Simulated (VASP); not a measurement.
Here is a VASP 6.6.1 calculation.

Contents of INCAR:

```
ALGO = Normal
EDIFF = 1E-7
ENCUT = 520
GGA = PS
ISIF = 2
ISMEAR = 0
LASPH = T
LCHARG = F
LREAL = F
LWAVE = F
NBANDS = 35
NELM = 100
PREC = Accurate
SIGMA = 0.02
```

The input KPOINTS:

```
k-points
0
Gamma
  12 12 2
```

POSCAR

```
WSe2
1.0
    3.2710958715      0.0000000000      0.0000000000
   -1.6355479357      2.8328521229      0.0000000000
    0.0000000000      0.0000000000     13.2236711558
W Se
2 4
Direct
    0.6666666667      0.3333333333      0.7500000000
    0.3333333333      0.6666666667      0.2500000000
    0.3333333333      0.6666666667      0.8766071934
    0.6666666667      0.3333333333      0.3766071934
    0.3333333333      0.6666666667      0.6233928066
    0.6666666667      0.3333333333      0.1233928066
```

Potentials or basis: VASP PAW PBE potentials, release 64 (W_sv, Se).

The run is started by

```console
$ cat potpaw_PBE.64/W_sv/POTCAR potpaw_PBE.64/Se/POTCAR > POTCAR
$ mpirun -np 1 vasp_std > vasp.out
```

Problem. What does it give for the pressure?

Solution. 0.4 GPa.

Problem. Predict the band gap on the k mesh.

Solution. 1.04 eV (least direct gap 1.59 eV).

Forces in eV/Å, atoms in the order of the input:
```
W    0.000  0.000  0.000
W    0.000  0.000  0.000
Se   0.000  0.000  0.060
Se   0.000  0.000  0.060
Se   0.000  0.000 -0.060
Se   0.000  0.000 -0.060
```

Caveat: the PAW data sets were made with another functional, which shifts forces and pressure a little; spin-orbit coupling is left out, which moves the levels of the heavy elements; this functional lacks dispersion, which binds the layers, so the pressure and a relaxed spacing across them are unreliable. A k mesh can miss the band edges.
